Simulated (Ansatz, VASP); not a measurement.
One calculation of HfO2, two programs

```
CELL_PARAMETERS angstrom
0.00000 2.55750 2.55750
2.55750 0.00000 2.55750
2.55750 2.55750 0.00000
ATOMIC_POSITIONS crystal
Hf 0.00000 0.00000 0.00000
O 0.75000 0.75000 0.75000
O 0.25000 0.25000 0.25000
```

Alike in both runs: functional PBE; k mesh 8 × 8 × 8; occupations fermi-dirac, width 0.02 eV; no spin polarisation.

|  | VASP | Ansatz |
| --- | --- | --- |
| version | VASP 6.6.1 | Ansatz 0.2.0 |
| potentials or method | VASP PAW PBE potentials, release 64 (Hf_pv, O) | Ansatz PAW |
| plane-wave cutoff (eV) | 600 | 420 |
| valence electrons in the cell | 22 | 38 |
| task | single point | band structure |

|  | VASP | Ansatz | Ansatz less VASP |
| --- | --- | --- | --- |
| gap on the k mesh at the Fermi level (eV) | 3.73 | 3.72 | -0.010 |
| least direct gap on the mesh (eV) | 3.73 | 3.72 | -0.010 |
| pressure (GPa) | -6.2 | -2.5 | +3.76 |

VASP's potentials hold 22 valence electrons a cell and Ansatz's 38, so a difference there can come from the potentials and not from the codes.

Neither program's run includes spin-orbit coupling.
